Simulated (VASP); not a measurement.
Write the native input for VASP 6.6.1 that does the following.

* Task: single point
* Functional: PBE
* Potentials or basis: VASP PAW PBE potentials, release 64 (Hf_pv, C)
* Cutoff: 520 eV
* k mesh: 8 × 6 × 4
* Occupations: gaussian, width 0.1 eV
* Spin: no spin polarisation
* Dipole correction: no
* Further INCAR settings: ALGO = Normal; EDIFF = 1e-06; NBANDS = 42

The structure of HfC5 lies in POSCAR:

```
HfC5
1.0
    4.3230517637      0.0000000000      0.0000000000
    0.0000000000      4.7934492872      0.0000000000
    0.0000000000      0.0000000000      7.7538427254
Hf C
2 10
Direct
    0.0000000000      0.0000000000      0.5000000000
    0.5000000000      0.5000000000      0.5000000000
    0.3344155756      0.5000000000      0.0000000000
    0.1655072766      0.7502342112      0.0000000000
    0.3344900427      0.0000000000      0.0000000000
    0.1655072766      0.2497657888      0.0000000000
    0.6655844244      0.5000000000      0.0000000000
    0.8344927234      0.2497657888      0.0000000000
    0.6655099573      0.0000000000      0.0000000000
    0.8344927234      0.7502342112      0.0000000000
    0.5000000000      0.0000000000      0.5000000000
    0.0000000000      0.5000000000      0.5000000000
```

This cell differs from its parent crystal: volume scaled by 0.94, then relaxed in part.

These files were run (other wordings do the same):

INCAR

```
ALGO = Normal ; EDIFF = 1E-6
ENCUT = 520 ; GGA = PE
ISIF = 2 ; ISMEAR = 0
LASPH = True ; LCHARG = False
LREAL = False ; LWAVE = False
NBANDS = 42 ; NELM = 80
PREC = Accurate ; SIGMA = 0.1
```

KPOINTS

```
k-points
0
Gamma
  8 6 4
```

Potentials or basis: VASP PAW PBE potentials, release 64 (Hf_pv, C).

Command:

```sh
$ cat potpaw_PBE.64/Hf_pv/POTCAR potpaw_PBE.64/C/POTCAR > POTCAR
$ mpirun -np 1 vasp_std > vasp.out
```

Results of the run:

| Property | Result |
| --- | --- |
| Pressure | 0.5 GPa |
| Largest force | 0.008 eV/Å |
| Band gap on the k mesh | zero (band 30 reaches 3.96 eV, above the bottom of band 31 at 3.08 eV) |

Caveat: spin-orbit coupling is left out, which moves the levels of the heavy elements.

Run time: 4.1 min on 1 thread of Intel(R) Xeon(R) 6975P-C (Granite Rapids), with other jobs on the host, peak memory 0.45 GiB.
